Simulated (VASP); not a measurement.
# Cs2AgBiBr6 (Fm-3m) in VASP: notebook

Aim: see how the results for Cs2AgBiBr6 move with the level of theory and the settings. Levels: LDA, PBEsol, PBE, r2SCAN. Tasks: single point.

All numbers are computed with VASP 6.6.1; they aren't measurements. Logs are shortened: lines on timing, memory, paths and dates and some standing lists are left out, and cuts for length are marked.

### 1 The cell of the first run

The structure is cubic, space group Fm-3m (No. 225). The conventional cell has a = 10.996 Å, b = 10.996 Å, c = 10.996 Å, α = 90.00°, β = 90.00°, γ = 90.00°. Cs (site symmetry -43m) has 12 Br at 3.89 Å and 4 Ag at 4.76 Å and 4 Bi at 4.76 Å within 5.1 Å. Ag (site symmetry m-3m) has 6 Br at 2.69 Å within 3.5 Å. Bi (site symmetry m-3m) has 6 Br at 2.81 Å within 3.7 Å. Within 3.5 Å of Br (site symmetry 4mm) lie 1 Ag at 2.69 Å and 1 Bi at 2.81 Å.

### 2 Single point, LDA

The input, INCAR:

```
ALGO     = Normal         # electronic algorithm
EDIFF    = 1E-6           # SCF threshold, eV
ENCUT    = 520            # plane-wave cutoff, eV
GGA      = CA             # functional
ISIF     = 2              # what is computed and relaxed
ISMEAR   = -1             # smearing method
LASPH    = True           # aspherical terms in the spheres
LCHARG   = False          # write CHGCAR
LREAL    = False          # projectors in reciprocal space
LWAVE    = False          # write WAVECAR
NBANDS   = 54             # bands
NELM     = 60             # most SCF steps
PREC     = Accurate       # precision mode
SIGMA    = 0.02           # smearing width, eV
```

The input, KPOINTS:

```
k-points
0
Gamma
  4 4 4
```

The input, POSCAR:

```
Cs2AgBiBr6
1.0
    0.0000000000      5.4982004706      5.4982004706
    5.4982004706      0.0000000000      5.4982004706
    5.4982004706      5.4982004706      0.0000000000
Cs Ag Bi Br
2 1 1 6
Direct
    0.2500000000      0.2500000000      0.2500000000
    0.7500000000      0.7500000000      0.7500000000
    0.5000000000      0.5000000000      0.5000000000
    0.0000000000      0.0000000000      0.0000000000
    0.2554569426      0.7445430574      0.2554569426
    0.2554569426      0.7445430574      0.7445430574
    0.7445430574      0.2554569426      0.7445430574
    0.7445430574      0.2554569426      0.2554569426
    0.2554569426      0.2554569426      0.7445430574
    0.7445430574      0.7445430574      0.2554569426
```

Potentials or basis: VASP PAW LDA potentials, release 64 (Cs_sv, Ag, Bi_d, Br).

Command:

```sh
> cat potpaw_LDA.64/Cs_sv/POTCAR potpaw_LDA.64/Ag/POTCAR potpaw_LDA.64/Bi_d/POTCAR potpaw_LDA.64/Br/POTCAR > POTCAR
> mpirun -np 1 vasp_std > vasp.out
```

OUTCAR:

```text
EDIFF = 1E-6
   ENCUT = 520
   GGA = CA
   ISIF = 2
   ISMEAR = -1
   LASPH = True
   LREAL = False
   NELM = 60
   PREC = Accurate

 ion  position               nearest neighbor table
   1  0.250  0.250  0.250-
   2  0.750  0.750  0.750-
   3  0.500  0.500  0.500-   5 2.69   6 2.69   7 2.69   8 2.69   9 2.69  10 2.69
   4  0.000  0.000  0.000-   5 2.81   6 2.81   7 2.81   8 2.81   9 2.81  10 2.81
   5  0.255  0.745  0.255-   3 2.69   4 2.81
   6  0.255  0.745  0.745-   3 2.69   4 2.81
   7  0.745  0.255  0.745-   3 2.69   4 2.81
   8  0.745  0.255  0.255-   3 2.69   4 2.81
   9  0.255  0.255  0.745-   3 2.69   4 2.81
  10  0.745  0.745  0.255-   3 2.69   4 2.81

  LATTYP: Found a face centered cubic cell.
 ALAT       =    10.9964009412

  Lattice vectors:

 A1 = (   0.0000000000,   5.4982004706,   5.4982004706)
 A2 = (   5.4982004706,   0.0000000000,   5.4982004706)
 A3 = (   5.4982004706,   5.4982004706,   0.0000000000)

Analysis of symmetry for initial positions (statically):
=====================================================================
 Subroutine PRICEL returns:
 Original cell was already a primitive cell.

 Routine SETGRP: Setting up the symmetry group for a
 face centered cubic supercell.

 Subroutine GETGRP returns: Found 48 space group operations
 (whereof 48 operations were pure point group operations)
 out of a pool of 48 trial point group operations.

The static configuration has the point symmetry O_h .

Analysis of symmetry for dynamics (positions and initial velocities):
=====================================================================
 Subroutine PRICEL returns:
 Original cell was already a primitive cell.

 Routine SETGRP: Setting up the symmetry group for a
 face centered cubic supercell.

 Subroutine GETGRP returns: Found 48 space group operations
 (whereof 48 operations were pure point group operations)
 out of a pool of 48 trial point group operations.

The dynamic configuration has the point symmetry O_h .

 Subroutine INISYM returns: Found 48 space group operations
 (whereof 48 operations are pure point group operations),
 and found     1 'primitive' translations

----------------------------------------------------------------------------------------

                                     Primitive cell

  volume of cell :     332.4235

  direct lattice vectors                    reciprocal lattice vectors
     0.000000000  5.498200471  5.498200471    -0.090938845  0.090938845  0.090938845
     5.498200471  0.000000000  5.498200471     0.090938845 -0.090938845  0.090938845
     5.498200471  5.498200471  0.000000000     0.090938845  0.090938845 -0.090938845

  length of vectors
     7.775629674  7.775629674  7.775629674     0.157510700  0.157510700  0.157510700

  position of ions in fractional coordinates (direct lattice)
     0.250000000  0.250000000  0.250000000
     0.750000000  0.750000000  0.750000000
     0.500000000  0.500000000  0.500000000
     0.000000000  0.000000000  0.000000000
     0.255456943  0.744543057  0.255456943
     0.255456943  0.744543057  0.744543057
     0.744543057  0.255456943  0.744543057
     0.744543057  0.255456943  0.255456943
     0.255456943  0.255456943  0.744543057
     0.744543057  0.744543057  0.255456943

  ion indices of the primitive-cell ions
   primitive index   ion index
                 1           1
                 2           2
                 3           3
                 4           4
                 5           5
                 6           6
                 7           7
                 8           8
                 9           9
                10          10

----------------------------------------------------------------------------------------

 KPOINTS: k-points

Automatic generation of k-mesh.
 Grid dimensions read from file:
 generate k-points for:    4    4    4

 Generating k-lattice:

  Cartesian coordinates                     Fractional coordinates (reciprocal lattice)
    -0.022734711  0.022734711  0.022734711     0.250000000  0.000000000  0.000000000
[... 46 lines left out ...]
   IVDW    =     0    specifies the selected vdW correction
   LEPSILON=     F    determine dielectric tensor
   LRPA    =     F    only Hartree local field effects (RPA)
 non-spin polarized calculation
  energy-cutoff  :      520.00
  volume of cell :      332.42
 maximum number of plane-waves:      8984
 NGX is ok and might be reduce to    60
   NGX = 29   NGY = 29   NGZ = 29

 number of electron      86.0000003 magnetization

 Free energy of the ion-electron system (eV)
  ---------------------------------------------------
  ext. energy  EPLUGINS =         0.00000000
  ---------------------------------------------------
  free energy    TOTEN  =       -34.33130105 eV

  energy without entropy =      -34.33130105  energy(sigma->0) =      -34.33130105

 E-fermi :   2.4358     XC(G=0):  -8.8455

 val. band max:        1.9911026210   @ k =   0.5000   0.5000   0.0000
 cond. band min:       2.9389542811   @ k =   0.5000   0.0000   0.0000
 fundamental gap:      0.9478516601
 Fermi energy:         2.4357502048

 k-point     1 :       0.0000    0.0000    0.0000
  band No.  band energies     occupation
      1     -21.2515      2.00000
      2     -21.2515      2.00000
      3     -21.1985      2.00000
      4     -21.1985      2.00000
      5     -21.1985      2.00000
      6     -18.8780      2.00000
[... 46 lines left out ...]
     53       6.9095      0.00000
     54       7.3045      0.00000

 k-point     2 :       0.2500    0.0000    0.0000
  band No.  band energies     occupation
      1     -21.2515      2.00000
      2     -21.2515      2.00000
      3     -21.1985      2.00000
      4     -21.1985      2.00000
      5     -21.1985      2.00000
      6     -18.8762      2.00000
[... 46 lines left out ...]
     53       7.2659      0.00000
     54       7.3958      0.00000
[... 283 lines left out ...]
     53       7.8861      0.00000
     54       8.3287      0.00000

 k-point     8 :      -0.2500    0.5000    0.2500
  band No.  band energies     occupation
      1     -21.2516      2.00000
      2     -21.2515      2.00000
      3     -21.1985      2.00000
      4     -21.1985      2.00000
      5     -21.1985      2.00000
      6     -18.8720      2.00000
[... 46 lines left out ...]
     53       7.6217      0.00000
     54       7.9940      0.00000

------------------------ aborting loop because EDIFF is reached ----------------------------------------

  FORCE on cell =-STRESS in cart. coord.  units (eV):
  Direction    XX          YY          ZZ          XY          YZ          ZX
  --------------------------------------------------------------------------------------
  -------------------------------------------------------------------------------------
  Total        0.1566664      0.1566664      0.1566664     -0.0000000      0.0000000      0.0000000
  in kB        0.7550832      0.7550832      0.7550832     -0.0000000      0.0000000      0.0000000
  external PRESSURE =       0.7550832 kB  Pullay stress =       0.0000000 kB

 VOLUME and BASIS-vectors are now :
 -----------------------------------------------------------------------------
  energy-cutoff  :      520.00
  volume of cell :      332.42
      direct lattice vectors                 reciprocal lattice vectors
     0.000000000  5.498200471  5.498200471    -0.090938845  0.090938845  0.090938845
     5.498200471  0.000000000  5.498200471     0.090938845 -0.090938845  0.090938845
     5.498200471  5.498200471  0.000000000     0.090938845  0.090938845 -0.090938845

 POSITION                                       TOTAL-FORCE (eV/Angst)
 -----------------------------------------------------------------------------------
      2.74910      2.74910      2.74910         0.000000      0.000000     -0.000000
      8.24730      8.24730      8.24730         0.000000      0.000000      0.000000
      5.49820      5.49820      5.49820         0.000000     -0.000000      0.000000
      0.00000      0.00000      0.00000         0.000000     -0.000000     -0.000000
      5.49820      2.80911      5.49820         0.000000      0.007107      0.000000
      8.18729      5.49820      5.49820        -0.007107     -0.000000      0.000000
      5.49820      8.18729      5.49820         0.000000     -0.007107      0.000000
      2.80911      5.49820      5.49820         0.007107     -0.000000      0.000000
      5.49820      5.49820      2.80911         0.000000     -0.000000      0.007107
      5.49820      5.49820      8.18729         0.000000     -0.000000     -0.007107
 -----------------------------------------------------------------------------------
    total drift:                                0.000000      0.000000      0.000000

  FREE ENERGIE OF THE ION-ELECTRON SYSTEM (eV)
  ---------------------------------------------------
  free  energy   TOTEN  =       -34.3313010477 eV

  energy  without entropy=      -34.3313010477  energy(sigma->0) =      -34.33130105
```

Wall time 3.9 min (1 thread of AMD EPYC 7R43 (Zen 3), shared host); peak memory 0.41 GiB.

Results:

| Quantity | Value |
| --- | --- |
| Free energy | -34.3313 eV |
| Pressure | 0.1 GPa |
| Largest force | 0.007 eV/Å |
| Band gap on the k mesh | 0.95 eV (least direct gap 2.29 eV) |

Forces in eV/Å, atoms in the order of the input:
```
Cs   0.000  0.000  0.000
Cs   0.000  0.000  0.000
Ag   0.000  0.000  0.000
Bi   0.000  0.000  0.000
Br   0.000  0.007  0.000
Br  -0.007  0.000  0.000
Br   0.000 -0.007  0.000
Br   0.007  0.000  0.000
Br   0.000  0.000  0.007
Br   0.000  0.000 -0.007
```

Caveat: spin-orbit coupling is left out, which moves the levels of the heavy elements. A k mesh can miss the band edges.

### 3 Single point, PBEsol

This run uses another cell than the first one, of 35.00 Å³/atom.

The input, INCAR:

```
SYSTEM = Cs2AgBiBr6
PREC = Accurate
ENCUT = 520
EDIFF = 1E-6
ISMEAR = -1
SIGMA = 0.02
LREAL = .FALSE.
LASPH = .TRUE.
NELM = 80
ALGO = Normal
ISIF = 2
LWAVE = .FALSE.
LCHARG = .FALSE.
GGA = PS
NBANDS = 54
```

The input, KPOINTS:

```
regular mesh
0
G
  4 4 4
  0 0 0
```

The input, POSCAR:

```
Cs2AgBiBr6
1.0
    0.0000000000      5.5935443647      5.5935443647
    5.5935443647      0.0000000000      5.5935443647
    5.5935443647      5.5935443647      0.0000000000
Cs Ag Bi Br
2 1 1 6
Direct
    0.2500000000      0.2500000000      0.2500000000
    0.7500000000      0.7500000000      0.7500000000
    0.5000000000      0.5000000000      0.5000000000
    0.0000000000      0.0000000000      0.0000000000
    0.2539294640      0.7460705360      0.2539294640
    0.2539294640      0.7460705360      0.7460705360
    0.7460705360      0.2539294640      0.7460705360
    0.7460705360      0.2539294640      0.2539294640
    0.2539294640      0.2539294640      0.7460705360
    0.7460705360      0.7460705360      0.2539294640
```

Potentials or basis: VASP PAW PBE potentials, release 64 (Cs_sv, Ag, Bi_d, Br).

Command:

```sh
> cat potpaw_PBE.64/Cs_sv/POTCAR potpaw_PBE.64/Ag/POTCAR potpaw_PBE.64/Bi_d/POTCAR potpaw_PBE.64/Br/POTCAR > POTCAR
> mpirun -np 1 vasp_std > vasp.out
```

It took 4.6 min on 1 thread of AMD EPYC 7R43 (Zen 3), shared host; peak memory 0.56 GiB.

It converged, with:

| Property | Result |
| --- | --- |
| Free energy | -31.8280 eV |
| Pressure | 0.0 GPa |
| Largest force | 0.005 eV/Å |
| Band gap on the k mesh | 1.10 eV (least direct gap 2.33 eV) |

Forces on the atoms (eV/Å):
```
Cs   0.000  0.000  0.000
Cs   0.000  0.000  0.000
Ag   0.000  0.000  0.000
Bi   0.000  0.000  0.000
Br   0.000  0.005  0.000
Br  -0.005  0.000  0.000
Br   0.000 -0.005  0.000
Br   0.005  0.000  0.000
Br   0.000  0.000  0.005
Br   0.000  0.000 -0.005
```

Levels at points of the mesh, in eV from the valence-band top:
| k point | band 39 | band 40 | band 41 | band 42 | band 43 | band 44 | band 45 | band 46 | band 47 | band 48 |
| --- | --- | --- | --- | --- | --- | --- | --- | --- | --- | --- |
| (0.00, 0.00, 0.00) | -1.25 | -1.25 | -1.25 | -0.63 | -0.63 | 2.06 | 2.06 | 2.06 | 3.45 | 4.35 |
| (0.50, 0.00, 0.00) | -1.58 | -1.58 | -1.54 | -1.26 | -1.26 | 1.10 | 3.53 | 3.53 | 4.80 | 4.91 |
| (0.50, 0.50, 0.00) | -1.63 | -1.63 | -1.27 | -0.64 | 0.00 | 2.58 | 2.58 | 2.96 | 4.47 | 5.12 |

Caveat: the PAW data sets were made with another functional, which shifts forces and pressure a little; spin-orbit coupling is left out, which moves the levels of the heavy elements. A k mesh can miss the band edges.

### 4 Single point, PBE

This run uses another cell than the first one, of 37.86 Å³/atom.

The input, INCAR:

```
PREC = Accurate ; ENCUT = 520
EDIFF = 1E-6 ; ISMEAR = -1
SIGMA = 0.02 ; LREAL = F
LASPH = T ; NELM = 60
ALGO = Normal ; ISIF = 2
LWAVE = F ; LCHARG = T
GGA = PE ; LELF = T
LVHAR = T ; NBANDS = 54
```

The input, KPOINTS:

```
Automatic mesh
0
Gamma
  4 4 4
```

The input, POSCAR:

```
Cs2AgBiBr6
1.0
    0.0000000000      5.7420104611      5.7420104611
    5.7420104611      0.0000000000      5.7420104611
    5.7420104611      5.7420104611      0.0000000000
Cs Ag Bi Br
2 1 1 6
Direct
    0.2500000000      0.2500000000      0.2500000000
    0.7500000000      0.7500000000      0.7500000000
    0.5000000000      0.5000000000      0.5000000000
    0.0000000000      0.0000000000      0.0000000000
    0.2513065113      0.7486934887      0.2513065113
    0.2513065113      0.7486934887      0.7486934887
    0.7486934887      0.2513065113      0.7486934887
    0.7486934887      0.2513065113      0.2513065113
    0.2513065113      0.2513065113      0.7486934887
    0.7486934887      0.7486934887      0.2513065113
```

Command:

```sh
> cat potpaw_PBE.64/Cs_sv/POTCAR potpaw_PBE.64/Ag/POTCAR potpaw_PBE.64/Bi_d/POTCAR potpaw_PBE.64/Br/POTCAR > POTCAR
> mpirun -np 1 vasp_std > vasp.out
```

Run time: 5.7 min. Hardware: 1 thread of AMD EPYC 7R43 (Zen 3), shared host; peak memory 0.53 GiB.

Results (log left out):

* Free energy: -29.6164 eV
* Pressure: 0.0 GPa
* Band gap on the k mesh: 1.33 eV (least direct gap 2.38 eV)

Forces in eV/Å, atoms in the order of the input:
```
Cs   0.000  0.000  0.000
Cs   0.000  0.000  0.000
Ag   0.000  0.000  0.000
Bi   0.000  0.000  0.000
Br   0.000  0.003  0.000
Br  -0.003  0.000  0.000
Br   0.000 -0.003  0.000
Br   0.003  0.000  0.000
Br   0.000  0.000  0.003
Br   0.000  0.000 -0.003
```

Levels at points of the mesh, in eV from the valence-band top:
```
           k point  band 39  band 40  band 41  band 42  band 43  band 44  band 45  band 46  band 47  band 48
(0.00, 0.00, 0.00)    -0.98    -0.98    -0.98    -0.55    -0.55     2.34     2.34     2.34     3.71     4.82
(0.50, 0.00, 0.00)    -1.26    -1.25    -1.25    -1.05    -1.05     1.33     3.54     3.54     5.05     5.22
(0.50, 0.50, 0.00)    -1.32    -1.32    -0.99    -0.56     0.00     2.77     2.77     3.08     4.28     5.35
```

Caveat: spin-orbit coupling is left out, which moves the levels of the heavy elements. Expect the measured gap to be larger: semilocal functionals such as PBE lack the derivative discontinuity.

### 5 Single point, r2SCAN

This run uses another cell than the first one, of 36.51 Å³/atom.

The input, POSCAR:

```
Cs2AgBiBr6
1.0
    0.0000000000      5.6728027449      5.6728027449
    5.6728027449      0.0000000000      5.6728027449
    5.6728027449      5.6728027449      0.0000000000
Cs Ag Bi Br
2 1 1 6
Direct
    0.2500000000      0.2500000000      0.2500000000
    0.7500000000      0.7500000000      0.7500000000
    0.5000000000      0.5000000000      0.5000000000
    0.0000000000      0.0000000000      0.0000000000
    0.2518243533      0.7481756467      0.2518243533
    0.2518243533      0.7481756467      0.7481756467
    0.7481756467      0.2518243533      0.7481756467
    0.7481756467      0.2518243533      0.2518243533
    0.2518243533      0.2518243533      0.7481756467
    0.7481756467      0.7481756467      0.2518243533
```

The input, INCAR.step1:

```
ALGO = Normal
EDIFF = 1E-4
ENCUT = 520
GGA = PE
ISMEAR = -1
LASPH = T
LCHARG = F
LREAL = F
LWAVE = T
NBANDS = 54
NELM = 80
PREC = Accurate
SIGMA = 0.02
```

The input, INCAR.step2:

```
ALGO = Normal
EDIFF = 1E-7
ENCUT = 520
ISIF = 2
ISMEAR = -1
ISTART = 1
LASPH = T
LCHARG = T
LELF = T
LMIXTAU = T
LREAL = F
LVHAR = T
LWAVE = F
METAGGA = R2SCAN
NBANDS = 54
NELM = 80
PREC = Accurate
SIGMA = 0.02
```

The input, KPOINTS:

```
k-points
0
Gamma
  4 4 4
```

Command:

```sh
> cat potpaw_PBE.64/Cs_sv/POTCAR potpaw_PBE.64/Ag/POTCAR potpaw_PBE.64/Bi_d/POTCAR potpaw_PBE.64/Br/POTCAR > POTCAR
> cp INCAR.step1 INCAR
> mpirun -np 1 vasp_std > vasp.out
> cp INCAR.step2 INCAR
> mpirun -np 1 vasp_std > vasp.out
```

Wall time 24 min (1 thread of AMD EPYC 7R43 (Zen 3), shared host); peak memory 0.6 GiB.

The run converged. Its results:

* Free energy: -222.5262 eV
* Pressure: 0.0 GPa
* Largest force: 0.008 eV/Å
* Band gap on the k mesh: 1.66 eV (least direct gap 2.79 eV)

Forces in eV/Å, atoms in the order of the input:
```
Cs   0.000  0.000  0.000
Cs   0.000  0.000  0.000
Ag   0.000  0.000  0.000
Bi   0.000  0.000  0.000
Br   0.000  0.008  0.000
Br  -0.008  0.000  0.000
Br   0.000 -0.008  0.000
Br   0.008  0.000  0.000
Br   0.000  0.000  0.008
Br   0.000  0.000 -0.008
```

Levels at points of the mesh, in eV from the valence-band top:
```csv
k point,band 39,band 40,band 41,band 42,band 43,band 44,band 45,band 46,band 47,band 48
"(0.00, 0.00, 0.00)",-1.24,-1.24,-1.24,-0.65,-0.65,2.64,2.64,2.64,4.21,5.03
"(0.50, 0.00, 0.00)",-1.54,-1.54,-1.40,-1.24,-1.24,1.66,3.89,3.89,5.54,5.68
"(0.50, 0.50, 0.00)",-1.55,-1.55,-1.26,-0.65,0.00,3.08,3.08,3.41,4.92,5.80
```

Caveat: the PAW data sets were made with another functional, which shifts forces and pressure a little; spin-orbit coupling is left out, which moves the levels of the heavy elements. r2SCAN opens gaps a little over a GGA but as a rule still falls short of measured ones.

### 6 Summary

| level | potentials or basis | cell | gap on the mesh (eV) | pressure (GPa) | largest force (eV/Å) |
| --- | --- | --- | --- | --- | --- |
| LDA | VASP PAW LDA potentials, release 64 (Cs_sv, Ag, Bi_d, Br) | a = 7.776 Å, angles 60.0°, 10 atoms, atomic positions A | 0.95 | 0.1 | 0.01 |
| PBEsol | VASP PAW PBE potentials, release 64 (Cs_sv, Ag, Bi_d, Br) | a = 7.910 Å, angles 60.0°, 10 atoms, atomic positions B | 1.10 | 0.0 | - |
| PBE | VASP PAW PBE potentials, release 64 (Cs_sv, Ag, Bi_d, Br) | a = 8.120 Å, angles 60.0°, 10 atoms, atomic positions C | 1.33 | 0.0 | - |
| r2SCAN | VASP PAW PBE potentials, release 64 (Cs_sv, Ag, Bi_d, Br) | a = 8.023 Å, angles 60.0°, 10 atoms, atomic positions D | 1.66 | 0.0 | 0.01 |

Alike in all rows: task single point; no spin polarisation; k mesh 4 × 4 × 4; cutoff (eV) 520; smearing fermi-dirac 0.02 eV.

Caveats: spin-orbit coupling is left out, which moves the levels of the heavy elements; the PAW data sets were made with another functional, which shifts forces and pressure a little (at least some runs).

Total energies depend on the potentials used, so only differences within one code and one set of settings carry meaning.
